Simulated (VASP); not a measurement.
Ge, 2 atoms in the cell. Symmetry: Imma, No. 74, orthorhombic system. Conventional cell: a = 4.842 Å, b = 5.143 Å, c = 2.874 Å, α = 90.00°, β = 90.00°, γ = 90.00°. Ge (site symmetry mm2) has 8 Ge at 2.60 to 3.02 Å within 3.4 Å.  This cell differs from its parent crystal: strain -0.030 along x and y, +0.000 along z.

| Item | Value |
| --- | --- |
| Program | VASP 6.6.1 |
| Task | single point |
| Functional | PBEsol |
| Potentials or basis | VASP PAW PBE potentials, release 64 (Ge_d) |
| Cutoff | 520 eV |
| k mesh | 20 × 20 × 20 |
| Occupations | gaussian, width 0.15 eV |
| Spin | no spin polarisation |
| Dipole correction | no |
| Further INCAR settings | ALGO = Normal; EDIFF = 1e-06; NBANDS = 21 |

Potentials or basis: VASP PAW PBE potentials, release 64 (Ge_d).

The run is started by

```bash
$ cat potpaw_PBE.64/Ge_d/POTCAR > POTCAR
$ mpirun -np 1 vasp_std > vasp.out
```

Hardware: 1 thread of Intel(R) Xeon(R) 6975P-C (Granite Rapids), on a shared host.

Q: Estimate the wall time of this run.

A: Run time: 4 min on 1 thread of Intel(R) Xeon(R) 6975P-C (Granite Rapids), on a shared host, peak memory 0.72 GiB. Counts: scf iterations 10, k points 1166.
